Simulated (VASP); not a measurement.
# Zr (P6_3/mmc) in VASP: further runs

Runs on Zr. Level: PBE. Tasks: single point, relaxation of cell and atoms.

All numbers are computed with VASP 6.6.1; they aren't measurements. Logs are shortened: lines on timing, memory, paths and dates and some standing lists are left out, and cuts for length are marked.

### 1 The cell of the first run

Symmetry: P6_3/mmc, No. 194, hexagonal system. The conventional cell has a = 3.241 Å, b = 3.241 Å, c = 5.161 Å, α = 90.00°, β = 90.00°, γ = 120.00°. Within 4.2 Å of Zr (site symmetry -6m2) lie 12 Zr at 3.19 to 3.24 Å.

### 2 Single point, PBE

INCAR

```
  ALGO = Normal
  EDIFF = 1E-6
  ENCUT = 500
  GGA = PE
  GGA_COMPAT = F
  ISIF = 2
  ISMEAR = 0
  LASPH = T
  LCHARG = F
  LREAL = F
  LWAVE = F
  NBANDS = 19
  NELM = 120
  PREC = Accurate
  SIGMA = 0.05
```

KPOINTS

```
k-points
0
Gamma
  8 8 4
```

POSCAR

```
Zr
1.0
    3.2405907474      0.0000000000      0.0000000000
   -1.6202953737      2.8064339106      0.0000000000
    0.0000000000      0.0000000000      5.1614057664
Zr
2
Direct
    0.3333333333      0.6666666667      0.2500000000
    0.6666666667      0.3333333333      0.7500000000
```

Potentials or basis: VASP PAW PBE potentials, release 64 (Zr_sv).

Started as:

```
> cat potpaw_PBE.64/Zr_sv/POTCAR > POTCAR
> mpirun -np 1 vasp_std > vasp.out
```

OUTCAR:

```text
EDIFF = 1E-6
   ENCUT = 500
   GGA = PE
   ISIF = 2
   ISMEAR = 0
   LASPH = T
   LREAL = F
   NELM = 120
   PREC = Accurate

 ion  position               nearest neighbor table
   1  0.333  0.667  0.250-   2 3.19   2 3.19   2 3.19   2 3.19   2 3.19   2 3.19
   2  0.667  0.333  0.750-   1 3.19   1 3.19   1 3.19   1 3.19   1 3.19   1 3.19

  LATTYP: Found a hexagonal cell.
 ALAT       =     3.2405907474
 C/A-ratio  =     1.5927360684

  Lattice vectors:

 A1 = (   3.2405907474,   0.0000000000,   0.0000000000)
 A2 = (  -1.6202953737,   2.8064339106,   0.0000000000)
 A3 = (   0.0000000000,   0.0000000000,   5.1614057664)

Analysis of symmetry for initial positions (statically):
=====================================================================
 Subroutine PRICEL returns:
 Original cell was already a primitive cell.

 Routine SETGRP: Setting up the symmetry group for a
 hexagonal supercell.

 Subroutine GETGRP returns: Found 24 space group operations
 (whereof 12 operations were pure point group operations)
 out of a pool of 24 trial point group operations.

The static configuration has the point symmetry D_3d.
 The point group associated with its full space group is D_6h.

Analysis of symmetry for dynamics (positions and initial velocities):
=====================================================================
 Subroutine PRICEL returns:
 Original cell was already a primitive cell.

 Routine SETGRP: Setting up the symmetry group for a
 hexagonal supercell.

 Subroutine GETGRP returns: Found 24 space group operations
 (whereof 12 operations were pure point group operations)
 out of a pool of 24 trial point group operations.

The dynamic configuration has the point symmetry D_3d.
 The point group associated with its full space group is D_6h.

 Subroutine INISYM returns: Found 24 space group operations
 (whereof 12 operations are pure point group operations),
 and found     1 'primitive' translations

----------------------------------------------------------------------------------------

                                     Primitive cell

  volume of cell :      46.9404

  direct lattice vectors                    reciprocal lattice vectors
     3.240590747  0.000000000  0.000000000     0.308585711  0.178162043  0.000000000
    -1.620295374  2.806433911  0.000000000     0.000000000  0.356324087  0.000000000
     0.000000000  0.000000000  5.161405766     0.000000000  0.000000000  0.193745666

  length of vectors
     3.240590747  3.240590747  5.161405766     0.356324087  0.356324087  0.193745666

  position of ions in fractional coordinates (direct lattice)
     0.333333333  0.666666667  0.250000000
     0.666666667  0.333333333  0.750000000

  ion indices of the primitive-cell ions
   primitive index   ion index
                 1           1
                 2           2

----------------------------------------------------------------------------------------

 KPOINTS: k-points

Automatic generation of k-mesh.
 Grid dimensions read from file:
 generate k-points for:    8    8    4

 Generating k-lattice:

  Cartesian coordinates                     Fractional coordinates (reciprocal lattice)
     0.038573214  0.022270255  0.000000000     0.125000000 -0.000000000  0.000000000
     0.000000000  0.044540511  0.000000000     0.000000000  0.125000000  0.000000000
     0.000000000  0.000000000  0.048436417     0.000000000  0.000000000  0.250000000

  Length of vectors
     0.044540511  0.044540511  0.048436417

  Shift w.r.t. Gamma in fractional coordinates (k-lattice)
     0.000000000  0.000000000  0.000000000

 Subroutine IBZKPT returns following result:
 ===========================================

 Found     30 irreducible k-points:

 Following reciprocal coordinates:
            Coordinates               Weight
  0.000000  0.000000  0.000000      1.000000
  0.125000  0.000000  0.000000      6.000000
  0.250000  0.000000  0.000000      6.000000
  0.375000  0.000000  0.000000      6.000000
  0.500000  0.000000  0.000000      3.000000
  0.125000  0.125000  0.000000      6.000000
[... 16 lines left out ...]
  0.250000  0.000000  0.500000      6.000000
  0.375000  0.000000  0.500000      6.000000
 [... further k-points ...]
   k-points           NKPTS =     30   k-points in BZ     NKDIM =     30   number of bands    NBANDS=     19
   number of dos      NEDOS =    301   number of ions     NIONS =      2
   total plane-waves  NPLWV =  23040
   dimension x,y,z NGX =    24 NGY =   24 NGZ =   40
   dimension x,y,z NGXF=    48 NGYF=   48 NGZF=   80
   ions per type =               2
   NGX,Y,Z   is equivalent  to a cutoff of  12.31, 12.31, 12.88 a.u.
   NGXF,Y,Z  is equivalent  to a cutoff of  24.62, 24.62, 25.77 a.u.
 SYSTEM =  unknown system
   PREC   = accura    normal or accurate (medium, high low for compatibility)
   ISTART =      0    job   : 0-new  1-cont  2-samecut
   ICHARG =      2    charge: 1-file 2-atom 10-const
   ISPIN  =      1    spin polarized calculation?
   LNONCOLLINEAR =      F non collinear calculations
   LSORBIT =      F    spin-orbit coupling
   LASPH  =      T    aspherical Exc in radial PAW
   ENCUT  =  500.0 eV  36.75 Ry    6.06 a.u.   5.91  5.91  9.41*2*pi/ulx,y,z
   NELM   =    120;   NELMIN=  2; NELMDL= -5     # of ELM steps
   EDIFF  = 0.1E-05   stopping-criterion for ELM
   LREAL  =      F    real-space projection
   EDIFFG = 0.1E-04   stopping-criterion for IOM
   NSW    =      0    number of steps for IOM
   IBRION =     -1    ionic relax: 0-MD 1-quasi-New 2-CG
   NFREE  =      0    steps in history (QN), initial steepest desc. (CG)
   ISIF   =      2    stress and relaxation
   ISYM   =      2    0-nonsym 1-usesym 2-fastsym
   POTIM  = 0.5000    time-step for ionic-motion
   TEBEG  =    0.0;   TEEND  =   0.0 temperature during run
   PSTRESS=    0.0 pullay stress
   NELECT =      24.0000    total number of electrons
   NUPDOWN=      -1.0000    fix difference up-down
   EMIN   =  10.00;   EMAX   =-10.00  energy-range for DOS
   EFERMI =   0.00;   METHOD = LEGACY
   ISMEAR =     0;   SIGMA  =   0.05  broadening in eV -4-tet -1-fermi 0-gaus
   EFERMI_NEDOS =   21; number of points for ismear=-14 and -15
   IALGO  =     38    algorithm
   IMIX   =      4    mixing-type and parameters
     AMIX     =   0.40;   BMIX     =  1.00
     AMIX_MAG =   1.60;   BMIX_MAG =  1.00
  volume/ion in A,a.u.               =      23.47       158.38
  Fermi-wavevector in a.u.,A,eV,Ry     =   1.309070  2.473784 23.315822  1.713665
  Thomas-Fermi vector in A             =   2.439694
   LORBIT       =      0    0 simple, 1 ext, 2 COOP (PROOUT), +10 PAW based schemes
   GGA     = PE    functional components
   LHFCALC =     F    Hartree Fock is set to
   AEXX    =    0.0000 exact exchange contribution
   IVDW    =     0    specifies the selected vdW correction
   LEPSILON=     F    determine dielectric tensor
   LRPA    =     F    only Hartree local field effects (RPA)
 non-spin polarized calculation
 Gauss-broadening in eV      SIGMA  =   0.05
  energy-cutoff  :      500.00
  volume of cell :       46.94
 maximum number of plane-waves:      1208
 NGX is ok and might be reduce to    24
   NGX = 11   NGY = 11   NGZ = 19

 number of electron      24.0000000 magnetization

 Free energy of the ion-electron system (eV)
  ---------------------------------------------------
  ext. energy  EPLUGINS =         0.00000000
  ---------------------------------------------------
  free energy    TOTEN  =       -17.05546437 eV

  energy without entropy =      -17.05380517  energy(sigma->0) =      -17.05463477

 E-fermi :   8.9543     XC(G=0): -11.0468

 val. band max:        8.9494426418   @ k =   0.3750   0.2500   0.2500
 cond. band min:       9.0307550442   @ k =   0.1250   0.0000   0.0000
 fundamental gap:      0.0813124023
 Fermi energy:         8.9543336551

 k-point     1 :       0.0000    0.0000    0.0000
  band No.  band energies     occupation
      1     -39.9622      2.00000
      2     -39.8130      2.00000
      3     -18.4673      2.00000
      4     -17.6226      2.00000
      5     -17.6226      2.00000
      6     -17.4877      2.00000
[... 11 lines left out ...]
     18      11.0210      0.00000
     19      13.2912      0.00000

 k-point     2 :       0.1250    0.0000    0.0000
  band No.  band energies     occupation
      1     -39.9454      2.00000
      2     -39.8063      2.00000
      3     -18.4216      2.00000
      4     -17.7218      2.00000
      5     -17.6548      2.00000
      6     -17.5870      2.00000
[... 11 lines left out ...]
     18      10.8171      0.00000
     19      13.5338      0.00000

 k-point     3 :       0.2500    0.0000    0.0000
  band No.  band energies     occupation
      1     -39.9030      2.00000
      2     -39.7917      2.00000
      3     -18.2983      2.00000
      4     -17.9612      2.00000
      5     -17.8215      2.00000
      6     -17.7282      2.00000
[... 11 lines left out ...]
     18      11.8491      0.00000
     19      13.8915      0.00000

 k-point     4 :       0.3750    0.0000    0.0000
  band No.  band energies     occupation
      1     -39.8551      2.00000
      2     -39.7822      2.00000
      3     -18.1988      2.00000
      4     -18.1403      2.00000
      5     -18.0413      2.00000
      6     -17.7974      2.00000
[... 11 lines left out ...]
     18      13.2238      0.00000
     19      14.0894      0.00000

 k-point     5 :       0.5000    0.0000    0.0000
  band No.  band energies     occupation
      1     -39.8311      2.00000
      2     -39.7823      2.00000
      3     -18.2961      2.00000
      4     -18.1290      2.00000
      5     -18.0468      2.00000
      6     -17.8251      2.00000
[... 11 lines left out ...]
     18      14.1436      0.00000
     19      14.9980      0.00000
[... 334 lines left out ...]
      2     -39.8882      2.00000
      3     -17.9943      2.00000
      4     -17.9943      2.00000
      5     -17.5540      2.00000
      6     -17.5540      2.00000
[... 11 lines left out ...]
     18      12.8088      0.00000
     19      12.8088      0.00000

 k-point    22 :       0.1250    0.0000    0.5000
  band No.  band energies     occupation
      1     -39.8764      2.00000
      2     -39.8764      2.00000
      3     -18.0134      2.00000
      4     -18.0134      2.00000
      5     -17.6187      2.00000
      6     -17.6187      2.00000
[... 11 lines left out ...]
     18      12.7295      0.00000
     19      12.8943      0.00000

 k-point    23 :       0.2500    0.0000    0.5000
  band No.  band energies     occupation
      1     -39.8477      2.00000
      2     -39.8477      2.00000
      3     -18.1181      2.00000
      4     -18.1181      2.00000
      5     -17.7103      2.00000
      6     -17.7103      2.00000
[... 11 lines left out ...]
     18      12.7425      0.00000
     19      13.1718      0.00000

 k-point    24 :       0.3750    0.0000    0.5000
  band No.  band energies     occupation
      1     -39.8187      2.00000
      2     -39.8187      2.00000
      3     -18.2877      2.00000
      4     -18.2877      2.00000
      5     -17.7292      2.00000
      6     -17.7292      2.00000
[... 11 lines left out ...]
     18      13.3935      0.00000
     19      13.5945      0.00000

 [... further k-points ...]
[... 5 lines left out ...]
  --------------------------------------------------------------------------------------
  -------------------------------------------------------------------------------------
  Total        0.0143708      0.0143708      0.0117813      0.0000000      0.0000000      0.0000000
  in kB        0.4905078      0.4905078      0.4021227      0.0000000      0.0000000      0.0000000
  external PRESSURE =       0.4610461 kB  Pullay stress =       0.0000000 kB

 VOLUME and BASIS-vectors are now :
 -----------------------------------------------------------------------------
  energy-cutoff  :      500.00
  volume of cell :       46.94
      direct lattice vectors                 reciprocal lattice vectors
     3.240590747  0.000000000  0.000000000     0.308585711  0.178162043  0.000000000
    -1.620295374  2.806433911  0.000000000     0.000000000  0.356324087  0.000000000
     0.000000000  0.000000000  5.161405766     0.000000000  0.000000000  0.193745666

 POSITION                                       TOTAL-FORCE (eV/Angst)
 -----------------------------------------------------------------------------------
     -0.00000      1.87096      1.29035        -0.000000      0.000000      0.000000
      1.62030      0.93548      3.87105         0.000000     -0.000000      0.000000
 -----------------------------------------------------------------------------------
    total drift:                               -0.000000      0.000000     -0.000000

  FREE ENERGIE OF THE ION-ELECTRON SYSTEM (eV)
  ---------------------------------------------------
  free  energy   TOTEN  =       -17.0554643714 eV

  energy  without entropy=      -17.0538051732  energy(sigma->0) =      -17.05463477
```

Run time: 25 s. Hardware: 1 thread of Intel Xeon 8259CL, shared host; peak memory 0.16 GiB.

Results:

* Free energy: -17.0555 eV
* Pressure: 0.0 GPa
* Band gap on the k mesh: zero (band 12 reaches 9.76 eV, above the bottom of band 13 at 8.84 eV)

Levels at points of the mesh, in eV from the Fermi level:
| k point | band 9 | band 10 | band 11 | band 12 | band 13 | band 14 | band 15 | band 16 |
| --- | --- | --- | --- | --- | --- | --- | --- | --- |
| (0.00, 0.00, 0.00) | -5.69 | -3.06 | 0.81 | 0.81 | 0.95 | 1.09 | 1.49 | 1.49 |
| (0.50, 0.00, 0.00) | -2.59 | -2.55 | -2.17 | -0.28 | 0.48 | 0.72 | 1.39 | 4.79 |
| (0.00, 0.00, 0.50) | -4.00 | -4.00 | -0.01 | -0.01 | 0.71 | 0.71 | 0.71 | 0.71 |
| (0.50, 0.00, 0.50) | -2.89 | -2.89 | -1.09 | -1.09 | 1.55 | 1.55 | 2.14 | 2.14 |

### 3 Relaxation of cell and atoms, PBE

This run uses another cell than the first one, of 23.28 Å³/atom, 0.992 times its volume.

INCAR

```
SYSTEM = Zr
  PREC = Accurate
  ENCUT = 500
  EDIFF = 1E-7
  ISMEAR = 0
  SIGMA = 0.05
  LREAL = .FALSE.
  LASPH = .TRUE.
  NELM = 120
  ALGO = Normal
  ISIF = 3
  LWAVE = .FALSE.
  LCHARG = .FALSE.
  GGA = PE
  IBRION = 2
  NSW = 80
  EDIFFG = -0.03
  GGA_COMPAT = .FALSE.
  NELMIN = 4
```

KPOINTS

```
Automatic mesh
0
G
  8 8 4
  0 0 0
```

POSCAR

```
Zr
1.0
    3.2320000000      0.0000000000      0.0000000000
   -1.6160000000      2.7989941050      0.0000000000
    0.0000000000      0.0000000000      5.1470000000
Zr
2
Direct
    0.3333333333      0.6666666667      0.2500000000
    0.6666666667      0.3333333333      0.7500000000
```

Potentials or basis: VASP PAW PBE potentials, release 64 (Zr_sv).

Started as:

```
> cat potpaw_PBE.64/Zr_sv/POTCAR > POTCAR
> mpirun -np 1 vasp_std > vasp.out
```

Wall time 66 s (1 thread of Intel Xeon 8259CL, shared host); peak memory 0.16 GiB.

It converged, with:

- Free energy: -17.0553 eV
- Relaxed volume: 23.47 Å³/atom
- Relaxed cell: a = 3.241 Å, b = 3.241 Å, c = 5.162 Å, α = 90.00°, β = 90.00°, γ = 120.00°
- Space group after relaxing (to 0.05 Å): P6_3/mmc (No. 194)
- Energy gained by relaxing: 0.5 meV/atom
- Ionic steps: 3
- Pressure after relaxing: 0.0 GPa
- Band gap on the k mesh: zero (band 12 reaches 9.76 eV, above the bottom of band 13 at 8.83 eV)

The path:
```csv
step,energy change (eV),largest force (eV/Å),pressure (GPa),volume (Å³)
1,0.0000,0.0000,0.83,46.56
2,0.0002,0.0000,-0.87,47.38
3,-0.0010,0.0000,0.00,46.95
```

Final structure:
```
Zr
1.0
     3.24074    0.00000    0.00000
    -1.62037    2.80656    0.00000
     0.00000    0.00000    5.16188
Zr
2
Direct
  0.33333 0.66667 0.25000
  0.66667 0.33333 0.75000
```

Levels at points of the mesh, in eV from the Fermi level:
```
           k point  band 10  band 11  band 12  band 13  band 14  band 15
(0.00, 0.00, 0.00)    -3.06     0.81     0.81     0.95     1.09     1.49
(0.50, 0.00, 0.00)    -2.55    -2.17    -0.28     0.48     0.72     1.39
(0.00, 0.00, 0.50)    -4.00    -0.01    -0.01     0.71     0.71     0.71
(0.50, 0.00, 0.50)    -2.89    -1.09    -1.09     1.55     1.55     2.14
```

PBE usually gives volumes a little too large and moduli too small. Zero-point motion and thermal expansion aren't in these numbers.
